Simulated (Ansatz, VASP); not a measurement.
# Two plane-wave programs on GaP

```
Ga P
1.0
     0.00000    2.72525    2.72525
     2.72525    0.00000    2.72525
     2.72525    2.72525    0.00000
Ga P
1 1
Direct
  0.00000 0.00000 0.00000
  0.25000 0.25000 0.25000
```

Alike in both runs: task relaxation of cell and atoms; functional HSE06; k mesh 6 × 6 × 6; occupations gaussian, width 0.02 eV; no spin polarisation.

|  | VASP | Ansatz |
| --- | --- | --- |
| version | VASP 6.6.1 | Ansatz 0.2.0 |
| potentials or method | VASP PAW PBE potentials, release 64 (Ga_d, P), cutoff 600 eV | scalar-relativistic, plane waves, PAW |
| valence electrons in the cell | 18 | 18 |

VASP gave:

| Quantity | Value |
| --- | --- |
| gap on the k mesh at the Fermi level, each at its own relaxed structure (eV) | 2.31 |
| relaxed volume (Å³/atom) | 20.37 |
| relaxed cell length with the largest relative difference (Å) | 3.862 |

Task: Which values does Ansatz return?

Result: gap on the k mesh at the Fermi level, each at its own relaxed structure (eV): 2.31; relaxed volume (Å³/atom): 20.41; relaxed cell length with the largest relative difference (Å): 3.865.
